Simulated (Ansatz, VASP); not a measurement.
One calculation of Ti2Co, two programs

```
Ti Co
1.0
     0.00000    3.43223    3.43223
     3.43223    0.00000    3.43223
     3.43223    3.43223    0.00000
Ti Co
4 2
Direct
  0.12500 0.12500 0.12500
  0.62500 0.12500 0.12500
  0.12500 0.12500 0.62500
  0.12500 0.62500 0.12500
  0.50000 0.50000 0.50000
  0.75000 0.75000 0.75000
```

Alike in both runs: functional LDA; k mesh 6 × 6 × 6; occupations gaussian, width 0.1 eV; collinear spin.

Ansatz relaxed the structure, and its values are those at the end. VASP's run is a single point on that final structure, the one shown.

|  | VASP | Ansatz |
| --- | --- | --- |
| version | VASP 6.6.1 | Ansatz 0.2.0 |
| potentials or method | VASP PAW LDA potentials, release 64 (Ti_sv, Co), cutoff 520 eV | scalar-relativistic, plane waves, PAW |
| valence electrons in the cell | 66 | 82 |

```csv
,VASP,Ansatz,Ansatz less VASP
gap on the k mesh at the Fermi level (eV),none,none,-
pressure (GPa),0.5,0.4,-0.18
net moment per atom (μB),0.20,0.22,+0.021
size of the moment on the site where the two differ most (μB),0.51,0.63,+0.112
```

LDA's correlation is that of Perdew and Zunger in VASP and of Perdew and Wang (1992) in Ansatz. Site moments also hang on the region over which each program counts them. A gap of «none» marks a metal or a gap that the smearing closes. VASP's potentials hold 66 valence electrons a cell and Ansatz's 82, so a difference there can come from the potentials and not from the codes.
